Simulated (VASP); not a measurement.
# Be (Fd-3m) in VASP: further runs

Be is run at these levels: BLYP; tasks: single point.

Program: VASP 6.6.1. These are calculated values, not measurements. Logs are shortened: lines on timing, memory, paths and dates and some standing lists are left out, and cuts for length are marked.

### 1 The cell of the first run

Symmetry: Fd-3m, No. 227, cubic system. The conventional cell has a = 4.904 Å, b = 4.904 Å, c = 4.904 Å, α = 90.00°, β = 90.00°, γ = 90.00°. Be (site symmetry -43m) has 4 Be at 2.12 Å within 2.8 Å.

### 2 Single point, BLYP (volume scaled by 0.96)

The input, INCAR:

```
SYSTEM = Be
PREC     = Accurate       ! precision mode
ENCUT    = 520            ! plane-wave cutoff, eV
EDIFF    = 1E-6           ! SCF threshold, eV
ISMEAR   = -1             ! smearing method
SIGMA    = 0.1            ! smearing width, eV
LREAL    = .FALSE.        ! projectors in reciprocal space
LASPH    = .TRUE.         ! aspherical terms in the spheres
NELM     = 80             ! most SCF steps
ALGO     = Normal         ! electronic algorithm
ISIF     = 2              ! what is computed and relaxed
LWAVE    = .FALSE.        ! write WAVECAR
LCHARG   = .FALSE.        ! write CHGCAR
GGA      = B5             ! functional
ALDAX    = 1.0          
AGGAX    = 1.0          
AGGAC    = 1.0          
ALDAC    = 0.0          
NBANDS   = 9              ! bands
```

The input, KPOINTS:

```
regular mesh
0
G
  12 12 12
  0 0 0
```

The input, POSCAR:

```
Be
1.0
    0.0000000000      2.4521369330      2.4521369330
    2.4521369330      0.0000000000      2.4521369330
    2.4521369330      2.4521369330      0.0000000000
Be
2
Direct
    0.1250000000      0.1250000000      0.1250000000
    0.8750000000      0.8750000000      0.8750000000
```

Potentials or basis: VASP PAW PBE potentials, release 64 (Be).

Started as:

```sh
$ cat potpaw_PBE.64/Be/POTCAR > POTCAR
$ mpirun -np 1 vasp_std > vasp.out
```

OUTCAR:

```text
SYSTEM = Be
   PREC = Accurate
   ENCUT = 520
   EDIFF = 1E-6
   ISMEAR = -1
   LREAL = .FALSE.
   LASPH = .TRUE.
   NELM = 80
   ISIF = 2
   GGA = B5

 ion  position               nearest neighbor table
   1  0.125  0.125  0.125-   2 2.12   2 2.12   2 2.12   2 2.12
   2  0.875  0.875  0.875-   1 2.12   1 2.12   1 2.12   1 2.12

  LATTYP: Found a face centered cubic cell.
 ALAT       =     4.9042738660

  Lattice vectors:

 A1 = (   0.0000000000,   2.4521369330,   2.4521369330)
 A2 = (   2.4521369330,   0.0000000000,   2.4521369330)
 A3 = (   2.4521369330,   2.4521369330,   0.0000000000)

Analysis of symmetry for initial positions (statically):
=====================================================================
 Subroutine PRICEL returns:
 Original cell was already a primitive cell.

 Routine SETGRP: Setting up the symmetry group for a
 face centered cubic supercell.

 Subroutine GETGRP returns: Found 48 space group operations
 (whereof 12 operations were pure point group operations)
 out of a pool of 48 trial point group operations.

The static configuration has the point symmetry D_3d.
 The point group associated with its full space group is O_h .

Analysis of symmetry for dynamics (positions and initial velocities):
=====================================================================
 Subroutine PRICEL returns:
 Original cell was already a primitive cell.

 Routine SETGRP: Setting up the symmetry group for a
 face centered cubic supercell.

 Subroutine GETGRP returns: Found 48 space group operations
 (whereof 12 operations were pure point group operations)
 out of a pool of 48 trial point group operations.

The dynamic configuration has the point symmetry D_3d.
 The point group associated with its full space group is O_h .

 Subroutine INISYM returns: Found 48 space group operations
 (whereof 12 operations are pure point group operations),
 and found     1 'primitive' translations

----------------------------------------------------------------------------------------

                                     Primitive cell

  volume of cell :      29.4893

  direct lattice vectors                    reciprocal lattice vectors
     0.000000000  2.452136933  2.452136933    -0.203903784  0.203903784  0.203903784
     2.452136933  0.000000000  2.452136933     0.203903784 -0.203903784  0.203903784
     2.452136933  2.452136933  0.000000000     0.203903784  0.203903784 -0.203903784

[... 82 lines left out ...]
   NELM   =     80;   NELMIN=  2; NELMDL= -5     # of ELM steps
   EDIFF  = 0.1E-05   stopping-criterion for ELM
   LREAL  =      F    real-space projection
   EDIFFG = 0.1E-04   stopping-criterion for IOM
   NSW    =      0    number of steps for IOM
   IBRION =     -1    ionic relax: 0-MD 1-quasi-New 2-CG
   NFREE  =      0    steps in history (QN), initial steepest desc. (CG)
   ISIF   =      2    stress and relaxation
   ISYM   =      2    0-nonsym 1-usesym 2-fastsym
   POTIM  = 0.5000    time-step for ionic-motion
   TEBEG  =    0.0;   TEEND  =   0.0 temperature during run
   PSTRESS=    0.0 pullay stress
   NELECT =       4.0000    total number of electrons
   NUPDOWN=      -1.0000    fix difference up-down
   EMIN   =  10.00;   EMAX   =-10.00  energy-range for DOS
   EFERMI =   0.00;   METHOD = LEGACY
   ISMEAR =    -1;   SIGMA  =   0.10  broadening in eV -4-tet -1-fermi 0-gaus
   EFERMI_NEDOS =   21; number of points for ismear=-14 and -15
   IALGO  =     38    algorithm
   IMIX   =      4    mixing-type and parameters
     AMIX     =   0.40;   BMIX     =  1.00
     AMIX_MAG =   1.60;   BMIX_MAG =  1.00
  volume/ion in A,a.u.               =      14.74        99.50
  Fermi-wavevector in a.u.,A,eV,Ry     =   0.841150  1.589543  9.626575  0.707533
  Thomas-Fermi vector in A             =   1.955648
   LORBIT       =      0    0 simple, 1 ext, 2 COOP (PROOUT), +10 PAW based schemes
   GGA     = B5    functional components
   LHFCALC =     F    Hartree Fock is set to
   AEXX    =    0.0000 exact exchange contribution
   IVDW    =     0    specifies the selected vdW correction
   LEPSILON=     F    determine dielectric tensor
   LRPA    =     F    only Hartree local field effects (RPA)
 non-spin polarized calculation
  energy-cutoff  :      520.00
  volume of cell :       29.49
 maximum number of plane-waves:       821
 NGX is ok and might be reduce to    28
   NGX = 13   NGY = 13   NGZ = 13

 number of electron       4.0000000 magnetization

 Free energy of the ion-electron system (eV)
  ---------------------------------------------------
  ext. energy  EPLUGINS =         0.00000000
  ---------------------------------------------------
  free energy    TOTEN  =        -3.42020311 eV

  energy without entropy =       -3.38575904  energy(sigma->0) =       -3.40298107

 E-fermi :   2.1599     XC(G=0):  -7.8679

 val. band max:        2.1393127526   @ k =   0.4167   0.3333   0.0000
 cond. band min:       2.1927591759   @ k =  -0.4167   0.3333   0.1667
 fundamental gap:      0.0534464234
 Fermi energy:         2.1599476925

 k-point     1 :       0.0000    0.0000    0.0000
  band No.  band energies     occupation
      1      -4.9895      2.00000
      2       6.7200      0.00000
      3       6.7200      0.00000
      4       6.7200      0.00000
      5       9.4460      0.00000
      6       9.4460      0.00000
      7       9.4460      0.00000
      8      16.2530      0.00000
      9      16.8901      0.00000
[... 265 lines left out ...]
 k-point    24 :      -0.4167    0.1667    0.0000
  band No.  band energies     occupation
      1      -1.4302      2.00000
      2      -0.5540      2.00000
      3       3.5398      0.00000
      4       4.5185      0.00000
      5      10.1290      0.00000
      6      11.9685      0.00000
      7      13.5244      0.00000
      8      15.3833      0.00000
      9      17.1265      0.00000

 [... further k-points ...]
[... 5 lines left out ...]
  --------------------------------------------------------------------------------------
  -------------------------------------------------------------------------------------
  Total        0.3145730      0.3145730      0.3145730      0.0000000      0.0000000      0.0000000
  in kB       17.0910170     17.0910170     17.0910170      0.0000000      0.0000000      0.0000000
  external PRESSURE =      17.0910170 kB  Pullay stress =       0.0000000 kB

 VOLUME and BASIS-vectors are now :
 -----------------------------------------------------------------------------
  energy-cutoff  :      520.00
  volume of cell :       29.49
      direct lattice vectors                 reciprocal lattice vectors
     0.000000000  2.452136933  2.452136933    -0.203903784  0.203903784  0.203903784
     2.452136933  0.000000000  2.452136933     0.203903784 -0.203903784  0.203903784
     2.452136933  2.452136933  0.000000000     0.203903784  0.203903784 -0.203903784

 POSITION                                       TOTAL-FORCE (eV/Angst)
 -----------------------------------------------------------------------------------
      0.61303      0.61303      0.61303         0.000000      0.000000      0.000000
      4.29124      4.29124      4.29124        -0.000000     -0.000000     -0.000000
 -----------------------------------------------------------------------------------
    total drift:                               -0.000000     -0.000000     -0.000000

  FREE ENERGIE OF THE ION-ELECTRON SYSTEM (eV)
  ---------------------------------------------------
  free  energy   TOTEN  =        -3.4202031113 eV

  energy  without entropy=       -3.3857590376  energy(sigma->0) =       -3.40298107
```

stdout:

```text
POSCAR found type information on POSCAR Be
 POSCAR found :  1 types and       2 ions
 scaLAPACK will be used
 -----------------------------------------------------------------------------
|                                                                             |
|                                                                             |
|     You enforced a specific xc type in the INCAR file but a different       |
|     I HOPE YOU KNOW WHAT YOU ARE DOING!                                     |
|                                                                             |
 -----------------------------------------------------------------------------

 LDA part: xc-table for (Slater(with rela. corr.)+VWN5), standard interpolation
 POSCAR, INCAR and KPOINTS ok, starting setup
 FFT: planning ... GRIDC
 FFT: planning ... GRID_SOFT
 FFT: planning ... GRID
 WAVECAR not read
 entering main loop
```

Wall time 24 s (1 thread of Intel Xeon 6975P-C, shared host); peak memory 0.15 GiB.

What came out:

```
Free energy            : -3.4202 eV
Pressure               : 1.7 GPa
Band gap on the k mesh : zero (band 2 reaches 6.72 eV, above the bottom of band 3 at 0.91 eV)
```

Caveat: the PAW data sets were made with another functional, which shifts forces and pressure a little.

[end of part 1 of 3]
